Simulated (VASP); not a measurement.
Ge: relaxation of cell and atoms with LDA

Crystal: Ge.

```xyz
2
Lattice="2.7519 0.0000 0.0000 -1.3760 2.3832 0.0000 0.0000 0.0000 4.4581" Properties=species:S:1:pos:R:3 pbc="T T T"
Ge    0.0000    1.5888    1.1145
Ge    1.3760    0.7944    3.3436
```

This isn't the form of Ge at room conditions, which is diamond.

```yaml
Program: VASP 6.6.1
Task: relaxation of cell and atoms
Functional: LDA
Potentials_or_basis: VASP PAW LDA potentials, release 64 (Ge_d)
Cutoff: 600 eV
k_mesh: 16 × 16 × 9
Occupations: fermi-dirac, width 0.05 eV
Spin: no spin polarisation
Target_pressure: 25 GPa
Dipole_correction: no
Further_INCAR_settings: ALGO = Normal; EDIFF = 1e-06; IBRION = 2; EDIFFG = -0.005; NSW = 60; ISIF = 3
```

```
Relaxed volume                                             : 14.68 Å³/atom
Relaxed cell                                               : a = 2.747 Å, b = 2.747 Å, c = 4.493 Å, α = 90.00°, β = 90.00°, γ = 120.00°
Space group after relaxing (to 0.1 Å)                      : P6_3/mmc (No. 194)
Energy change on relaxing (the run minimises the enthalpy) : -10.4 meV/atom
Ionic steps                                                : 9
Pressure after relaxing                                    : 25.0 GPa
Band gap on the k mesh                                     : zero (bands 14 and 15 overlap by 12.05 eV)
```

Step by step:
```
step  energy change (eV)  largest force (eV/Å)  pressure (GPa)  volume (Å³)
   1              0.0000                0.0000           25.62        29.24
   2             -0.0386                0.0000           24.37        29.48
   3             -0.0298                0.0000           24.67        29.42
   4             -0.0135                0.0000           25.69        29.31
   5             -0.0214                0.0000           24.81        29.36
   6             -0.0201                0.0000           25.08        29.36
   7             -0.0206                0.0000           25.03        29.36
   8             -0.0211                0.0000           24.84        29.36
   9             -0.0208                0.0000           24.98        29.36
```

Final structure:
```
Ge
1.0
     2.74686    0.00000    0.00000
    -1.37343    2.37885    0.00000
     0.00000    0.00000    4.49334
Ge
2
Direct
  0.33333 0.66667 0.25000
  0.66667 0.33333 0.75000
```

Levels at points of the mesh, in eV from the Fermi level:
| k point | band 12 | band 13 | band 14 | band 15 | band 16 | band 17 |
| --- | --- | --- | --- | --- | --- | --- |
| (0.00, 0.00, 0.00) | -8.64 | -7.30 | 8.50 | 8.50 | 10.83 | 10.83 |
| (0.50, 0.00, 0.00) | -8.33 | -2.25 | -2.02 | -1.53 | 0.99 | 3.02 |

Wall time 4.7 min on 1 thread of Intel Xeon 8259CL (shared host), peak memory 0.2 GiB.

Caveat: the cell is relaxed towards a set pressure, so the run minimises the enthalpy, not the energy.
